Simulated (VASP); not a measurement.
# C in VASP: a series of runs, part 2 of 3

VASP 6.6.1. The steps go on from the part before.

### 3 Relaxation of cell and atoms, PBE+D3(BJ)

This run uses another cell than the first one, of 9.04 Å³/atom, 0.704 times its volume.

INCAR reads:

```
PREC = Accurate
ENCUT = 600
EDIFF = 1E-6
ISMEAR = 0
SIGMA = 0.1
LREAL = False
LASPH = True
NELM = 60
ALGO = Normal
ISIF = 3
LWAVE = False
LCHARG = False
GGA = PE
IVDW = 12
IBRION = 2
NSW = 100
EDIFFG = -0.005
```

KPOINTS reads:

```
regular mesh
0
Gamma
  18 18 2
```

POSCAR reads:

```
C
1.0
    2.4648840285      0.0000000000      0.0000000000
   -1.2324420143      2.1346521860      0.0000000000
    0.0000000000      0.0000000000     20.6060942844
C
12
Direct
    0.6666666667      0.3333333333      0.9519930339
    0.6666666667      0.3333333333      0.4520132059
    0.6666666667      0.3333333333      0.7793261784
    0.6666666667      0.3333333333      0.2793463921
    0.0000000000      0.0000000000      0.6156605889
    0.3333333333      0.6666666667      0.2793261784
    0.0000000000      0.0000000000      0.1156605889
    0.6666666667      0.3333333333      0.6156605909
    0.3333333333      0.6666666667      0.7793463921
    0.3333333333      0.6666666667      0.1156605909
    0.3333333333      0.6666666667      0.4519930339
    0.3333333333      0.6666666667      0.9520132059
```

Potentials or basis: VASP PAW PBE potentials, release 64 (C).

Launch:

```console
$ cat potpaw_PBE.64/C/POTCAR > POTCAR
$ mpirun -np 1 vasp_std > vasp.out
```

Wall time 15 min (1 thread of Intel Xeon 6975P-C (Granite Rapids), shared host); peak memory 0.41 GiB.

Results (log left out):

```
Free energy                            : -112.4054 eV
Relaxed volume                         : 8.95 Å³/atom
Relaxed cell                           : a = 2.465 Å, b = 2.465 Å, c = 20.410 Å, α = 90.00°, β = 90.00°, γ = 120.00°
Space group after relaxing (to 0.05 Å) : P6_3/mmc (No. 194)
Energy gained by relaxing              : 0.1 meV/atom
Ionic steps                            : 8
Pressure after relaxing                : 0.0 GPa
Band gap on the k mesh                 : zero (filled and empty bands touch)
Dispersion energy per atom             : -0.154 eV
```

Stress tensor (GPa, compression positive):
```
 0.08  0.00  0.00
 0.00  0.08  0.00
 0.00  0.00 -0.02
```

Step by step:
```csv
step,energy change (eV),largest force (eV/Å),pressure (GPa),volume (Å³)
1,0.0000,0.0004,0.01,108.42
2,-0.0001,0.0003,-0.40,108.43
3,-0.0001,0.0003,-0.28,108.43
4,-0.0002,0.0003,-0.25,108.36
5,-0.0006,0.0002,-0.20,108.15
6,-0.0010,0.0004,-0.05,107.73
7,-0.0009,0.0007,0.22,106.88
8,-0.0011,0.0005,0.05,107.40
```

Final structure:
```
C
1.0
     2.46499    0.00000    0.00000
    -1.23249    2.13474    0.00000
     0.00000    0.00000   20.41020
C
12
Cartesian
  1.2325 0.7116 19.4302
  1.2325 0.7116 9.2256
  1.2325 0.7116 15.9063
  1.2325 0.7116 5.7016
  0.0000 0.0000 12.5658
  0.0000 1.4232 5.7012
  0.0000 0.0000 2.3607
  1.2325 0.7116 12.5658
  0.0000 1.4232 15.9067
  0.0000 1.4232 2.3607
  0.0000 1.4232 9.2251
  0.0000 1.4232 19.4307
```

Levels at points of the mesh, in eV from the Fermi level:
| k point | band 20 | band 21 | band 22 | band 23 | band 24 | band 25 | band 26 | band 27 | band 28 | band 29 |
| --- | --- | --- | --- | --- | --- | --- | --- | --- | --- | --- |
| (0.00, 0.00, 0.00) | -3.00 | -3.00 | -3.00 | -3.00 | -3.00 | 4.18 | 5.25 | 5.56 | 8.03 | 8.32 |
| (0.50, 0.00, 0.00) | -2.62 | -2.55 | -2.24 | -2.08 | -1.96 | 1.31 | 1.34 | 1.62 | 1.89 | 2.02 |
| (0.00, 0.00, 0.50) | -3.01 | -3.00 | -3.00 | -3.00 | -3.00 | 4.50 | 4.50 | 6.72 | 6.72 | 8.33 |
| (0.50, 0.00, 0.50) | -2.74 | -2.38 | -2.38 | -2.00 | -2.00 | 1.32 | 1.32 | 1.72 | 1.72 | 2.17 |

Caveat: pairwise dispersion overbinds metals, which lowers pressure and volume.

### 4 Relaxation of shape and atoms at fixed volume, PBE+D3(BJ) (volume scaled by 0.94)

INCAR reads:

```
ALGO = Normal
EDIFF = 1E-6
EDIFFG = -0.01
ENCUT = 600
GGA = PE
IBRION = 2
ISIF = 4
ISMEAR = 0
IVDW = 12
LASPH = True
LCHARG = False
LREAL = False
LWAVE = False
NELM = 80
NSW = 50
PREC = Accurate
SIGMA = 0.1
```

KPOINTS reads:

```
k-points
0
Gamma
  18 18 2
```

POSCAR reads:

```
C
1.0
    2.4369958136      0.0000000000      0.0000000000
   -1.2184979068      2.1105002835      0.0000000000
    0.0000000000      0.0000000000     19.8155874314
C
12
Direct
    0.6666666667      0.3333333333      0.9519614909
    0.6666666667      0.3333333333      0.4519889844
    0.6666666667      0.3333333333      0.7793443456
    0.6666666667      0.3333333333      0.2793718391
    0.0000000000      0.0000000000      0.6156666650
    0.3333333333      0.6666666667      0.2793443456
    0.0000000000      0.0000000000      0.1156666650
    0.6666666667      0.3333333333      0.6156666650
    0.3333333333      0.6666666667      0.7793718391
    0.3333333333      0.6666666667      0.1156666650
    0.3333333333      0.6666666667      0.4519614909
    0.3333333333      0.6666666667      0.9519889844
```

Potentials or basis: VASP PAW PBE potentials, release 64 (C).

Launch:

```console
$ cat potpaw_PBE.64/C/POTCAR > POTCAR
$ mpirun -np 1 vasp_std > vasp.out
```

OUTCAR:

```text
EDIFF = 1E-6
   EDIFFG = -0.01
   ENCUT = 600
   GGA = PE
   IBRION = 2
   ISIF = 4
   ISMEAR = 0
   IVDW = 12
   LASPH = True
   LREAL = False
   NELM = 80
   NSW = 50
   PREC = Accurate
 IVDW          = 12

 ion  position               nearest neighbor table
   1  0.667  0.333  0.952-  12 1.41  12 1.41  12 1.41
   2  0.667  0.333  0.452-  11 1.41  11 1.41  11 1.41
   3  0.667  0.333  0.779-   9 1.41   9 1.41   9 1.41
   4  0.667  0.333  0.279-   6 1.41   6 1.41   6 1.41
   5  0.000  0.000  0.616-   8 1.41   8 1.41   8 1.41
   6  0.333  0.667  0.279-   4 1.41   4 1.41   4 1.41
   7  0.000  0.000  0.116-  10 1.41  10 1.41  10 1.41
   8  0.667  0.333  0.616-   5 1.41   5 1.41   5 1.41
   9  0.333  0.667  0.779-   3 1.41   3 1.41   3 1.41
  10  0.333  0.667  0.116-   7 1.41   7 1.41   7 1.41
  11  0.333  0.667  0.452-   2 1.41   2 1.41   2 1.41
  12  0.333  0.667  0.952-   1 1.41   1 1.41   1 1.41

  LATTYP: Found a hexagonal cell.
 ALAT       =     2.4369958136
 C/A-ratio  =     8.1311536609

  Lattice vectors:

 A1 = (   2.4369958136,   0.0000000000,   0.0000000000)
 A2 = (  -1.2184979068,   2.1105002835,   0.0000000000)
 A3 = (   0.0000000000,   0.0000000000,  19.8155874314)

Analysis of symmetry for initial positions (statically):
=====================================================================
 Subroutine PRICEL returns:
 Original cell was already a primitive cell.

 Routine SETGRP: Setting up the symmetry group for a
 hexagonal supercell.

 Subroutine GETGRP returns: Found 24 space group operations
 (whereof  6 operations were pure point group operations)
 out of a pool of 24 trial point group operations.

The static configuration has the point symmetry C_3v.
 The point group associated with its full space group is D_6h.

Analysis of symmetry for dynamics (positions and initial velocities):
=====================================================================
 Subroutine PRICEL returns:
 Original cell was already a primitive cell.

 Routine SETGRP: Setting up the symmetry group for a
 hexagonal supercell.

 Subroutine GETGRP returns: Found 24 space group operations
 (whereof  6 operations were pure point group operations)
 out of a pool of 24 trial point group operations.

The dynamic configuration has the point symmetry C_3v.
[... 125 lines left out ...]
   NFREE  =      1    steps in history (QN), initial steepest desc. (CG)
   ISIF   =      4    stress and relaxation
   ISYM   =      2    0-nonsym 1-usesym 2-fastsym
   POTIM  = 0.5000    time-step for ionic-motion
   TEBEG  =    0.0;   TEEND  =   0.0 temperature during run
   PSTRESS=    0.0 pullay stress
   NELECT =      48.0000    total number of electrons
   NUPDOWN=      -1.0000    fix difference up-down
   EMIN   =  10.00;   EMAX   =-10.00  energy-range for DOS
   EFERMI =   0.00;   METHOD = LEGACY
   ISMEAR =     0;   SIGMA  =   0.10  broadening in eV -4-tet -1-fermi 0-gaus
   EFERMI_NEDOS =   21; number of points for ismear=-14 and -15
   IALGO  =     38    algorithm
   IMIX   =      4    mixing-type and parameters
     AMIX     =   0.40;   BMIX     =  1.00
     AMIX_MAG =   1.60;   BMIX_MAG =  1.00
  volume/ion in A,a.u.               =       8.49        57.31
  Fermi-wavevector in a.u.,A,eV,Ry     =   1.273717  2.406976 22.073471  1.622354
  Thomas-Fermi vector in A             =   2.406525
   LORBIT       =      0    0 simple, 1 ext, 2 COOP (PROOUT), +10 PAW based schemes
   GGA     = PE    functional components
   LHFCALC =     F    Hartree Fock is set to
   AEXX    =    0.0000 exact exchange contribution
   IVDW    =    12    specifies the selected vdW correction
   LEPSILON=     F    determine dielectric tensor
   LRPA    =     F    only Hartree local field effects (RPA)
 conjugate gradient relaxation of ions
 non-spin polarized calculation
 Gauss-broadening in eV      SIGMA  =   0.10
  energy-cutoff  :      600.00
  volume of cell :      101.92
 maximum number of plane-waves:      3459
 NGX is ok and might be reduce to    20
   NGX =  9   NGY =  9   NGZ = 79

--------------------------------------- Ionic step        1  -------------------------------------------

 number of electron      47.9999998 magnetization

 Free energy of the ion-electron system (eV)
  ---------------------------------------------------
  ext. energy  EPLUGINS =         0.00000000
  ---------------------------------------------------
  free energy    TOTEN  =      -110.34880191 eV

  energy without entropy =     -110.34741485  energy(sigma->0) =     -110.34810838

------------------------ aborting loop because EDIFF is reached ----------------------------------------

 Edisp (eV)   -1.91069

 E8    (eV) :    -0.5425
[... 91 lines left out ...]
--------------------------------------- Ionic step        3  -------------------------------------------

 number of electron      47.9999998 magnetization

 Free energy of the ion-electron system (eV)
  ---------------------------------------------------
  ext. energy  EPLUGINS =         0.00000000
  ---------------------------------------------------
  free energy    TOTEN  =      -110.39381847 eV

  energy without entropy =     -110.39243532  energy(sigma->0) =     -110.39312690

 E-fermi :   5.0152     XC(G=0): -10.5676

 val. band max:        5.0149128502   @ k =   0.3333   0.3333   0.0000
 cond. band min:       5.0282678215   @ k =   0.3333   0.3333   0.5000
 fundamental gap:      0.0133549713
 Fermi energy:         5.0152466998

 k-point     1 :       0.0000    0.0000    0.0000
  band No.  band energies     occupation
      1     -14.7120      2.00000
      2     -14.6410      2.00000
      3     -14.5961      2.00000
      4     -14.4459      2.00000
      5     -14.3928      2.00000
      6     -14.3128      2.00000
[... 805 lines left out ...]
     30       7.8670      0.00000
     31      13.4908      0.00000

 [... further k-points ...]

------------------------ aborting loop because EDIFF is reached ----------------------------------------

 Edisp (eV)   -1.95640

 E8    (eV) :    -0.5570
[... 35 lines left out ...]
  FREE ENERGIE OF THE ION-ELECTRON SYSTEM (eV)
  ---------------------------------------------------
  free  energy   TOTEN  =      -112.3502195137 eV

  energy  without entropy=     -112.3488363632  energy(sigma->0) =     -112.34952794

 reached required accuracy - stopping structural energy minimisation
```

CONTCAR:

```text
C
   1.00000000000000
     2.4605427764538432    0.0000000000000000    0.0000000000000000
    -1.2302713882269216    2.1308925515138326    0.0000000000000000
     0.0000000000000000    0.0000000000000000   19.4381387803424026
  C
    12
Direct
     0.6666666667000030    0.3333333332999970    0.9519571938793824
     0.6666666667000030    0.3333333332999970    0.4519870491911595
     0.6666666667000030    0.3333333332999970    0.7793462808088459
     0.6666666667000030    0.3333333332999970    0.2793761361206159
     0.0000000000000000    0.0000000000000000    0.6156666649999991
     0.3333333332999970    0.6666666667000030    0.2793462808088459
     0.0000000000000000    0.0000000000000000    0.1156666649999991
     0.6666666667000030    0.3333333332999970    0.6156666649999991
     0.3333333332999970    0.6666666667000030    0.7793761361206158
     0.3333333332999970    0.6666666667000030    0.1156666649999991
     0.3333333332999970    0.6666666667000030    0.4519571938793823
     0.3333333332999970    0.6666666667000030    0.9519870491911594

  0.00000000E+00  0.00000000E+00  0.00000000E+00
  0.00000000E+00  0.00000000E+00  0.00000000E+00
  0.00000000E+00  0.00000000E+00  0.00000000E+00
  0.00000000E+00  0.00000000E+00  0.00000000E+00
  0.00000000E+00  0.00000000E+00  0.00000000E+00
  0.00000000E+00  0.00000000E+00  0.00000000E+00
  0.00000000E+00  0.00000000E+00  0.00000000E+00
  0.00000000E+00  0.00000000E+00  0.00000000E+00
  0.00000000E+00  0.00000000E+00  0.00000000E+00
  0.00000000E+00  0.00000000E+00  0.00000000E+00
  0.00000000E+00  0.00000000E+00  0.00000000E+00
  0.00000000E+00  0.00000000E+00  0.00000000E+00
```

It took 8.7 min on 1 thread of Oxide Virtual Turin-like, shared host; peak memory 0.32 GiB.

Results:

```yaml
Free_energy: -112.3502 eV
Energy_gained_by_relaxing: 7.6 meV/atom
Ionic_steps: 3
Pressure_after_relaxing: 2.4 GPa
Largest_force_after_relaxing: 0.003 eV/Å
Band_gap_on_the_k_mesh: zero (filled and empty bands touch)
Dispersion_energy_per_atom: -0.163 eV
```

Forces in eV/Å, atoms in the order of the input:
```
C    0.000  0.000 -0.003
C    0.000  0.000  0.003
C    0.000  0.000 -0.003
C    0.000  0.000  0.003
C    0.000  0.000  0.000
C    0.000  0.000 -0.003
C    0.000  0.000  0.000
C    0.000  0.000  0.000
C    0.000  0.000  0.003
C    0.000  0.000  0.000
C    0.000  0.000 -0.003
C    0.000  0.000  0.003
```

Step by step:
```tsv
step	energy change (eV)	largest force (eV/Å)	pressure (GPa)	volume (Å³)
1	0.0000	0.0024	11.19	101.92
2	-0.0808	0.0047	-0.41	101.92
3	-0.0907	0.0032	2.40	101.92
```

Final structure:
```xyz
12
Lattice="2.4605 0.0000 0.0000 -1.2303 2.1309 0.0000 0.0000 0.0000 19.4381" Properties=species:S:1:pos:R:3 pbc="T T T"
C     1.2303    0.7103   18.5043
C     1.2303    0.7103    8.7858
C     1.2303    0.7103   15.1490
C     1.2303    0.7103    5.4306
C     0.0000    0.0000   11.9674
C     0.0000    1.4206    5.4300
C     0.0000    0.0000    2.2483
C     1.2303    0.7103   11.9674
C     0.0000    1.4206   15.1496
C     0.0000    1.4206    2.2483
C     0.0000    1.4206    8.7852
C     0.0000    1.4206   18.5049
```

Caveat: the cell differs from its parent crystal (volume scaled by 0.94).

[end of part 2 of 3]
